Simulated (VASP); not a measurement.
Input of a VASP 6.6.1 run:

INCAR

```
PREC = Accurate
ENCUT = 520
EDIFF = 1E-7
ISMEAR = 0
SIGMA = 0.02
LREAL = False
LASPH = True
NELM = 80
ALGO = Normal
ISIF = 2
LWAVE = False
LCHARG = False
GGA = PE
NBANDS = 56
```

KPOINTS

```
Automatic mesh
0
Gamma
  4 4 4
```

POSCAR

```
HfO2
1.0
    5.1609175396      0.0000000000     -0.0053571393
    0.0000000000      5.2121208449      0.0000000000
   -0.8931190063      0.0000000000      5.2768889889
Hf O
4 8
Direct
    0.2757348285      0.4570612825      0.7083732276
    0.7242651715      0.9570612825      0.7916267724
    0.7242651715      0.5429387175      0.2916267724
    0.2757348285      0.0429387175      0.2083732276
    0.4491836627      0.7427864434      0.9766481039
    0.5508163373      0.2427864434      0.5233518961
    0.5508163373      0.2572135566      0.0233518961
    0.4491836627      0.7572135566      0.4766481039
    0.0671197856      0.3286477909      0.3484185087
    0.9328802144      0.8286477909      0.1515814913
    0.9328802144      0.6713522091      0.6515814913
    0.0671197856      0.1713522091      0.8484185087
```

Potentials or basis: VASP PAW PBE potentials, release 64 (Hf_pv, O).

Command:

```sh
$ cat potpaw_PBE.64/Hf_pv/POTCAR potpaw_PBE.64/O/POTCAR > POTCAR
$ mpirun -np 1 vasp_std > vasp.out
```

What does it give for the largest force?

0.079 eV/Å.

What does it give for the pressure?

-3.0 GPa.

Stress tensor (GPa, compression positive):
```
-3.00  0.00 -0.18
 0.00 -3.04  0.00
-0.18  0.00 -3.02
```

Caveat: the cell stands under tension.
